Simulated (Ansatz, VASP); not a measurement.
## Pd in VASP and in Ansatz

```
Pd
1.0
    -1.54181    1.54181    1.54181
     1.54181   -1.54181    1.54181
     1.54181    1.54181   -1.54181
Pd
1
Cartesian
  0.0000 0.0000 0.0000
```

Alike in both runs: functional PBEsol; k mesh 18 × 18 × 18; occupations gaussian, width 0.1 eV; no spin polarisation.

Ansatz relaxed the structure, and its values are those at the end. VASP's run is a single point on that final structure, the one shown.

|  | VASP | Ansatz |
| --- | --- | --- |
| version | VASP 6.6.1 | Ansatz 0.2.0 |
| potentials or method | VASP PAW PBE potentials, release 64 (Pd), cutoff 520 eV | scalar-relativistic, plane waves, PAW |
| valence electrons in the cell | 10 | 18 |

Ansatz gave:

| Property | Result |
| --- | --- |
| gap on the k mesh at the Fermi level (eV) | none |
| pressure (GPa) | 0.0 |

Task: Estimate VASP's values.

Result: gap on the k mesh at the Fermi level (eV): none; pressure (GPa): -0.4.

VASP's potentials were made for PBE, not for PBEsol. A gap of «none» marks a metal or a gap that the smearing closes. With one functional, cell and mesh, what is left measures potentials, basis and numerics. VASP's potentials hold 10 valence electrons a cell and Ansatz's 18, so a difference there can come from the potentials and not from the codes.
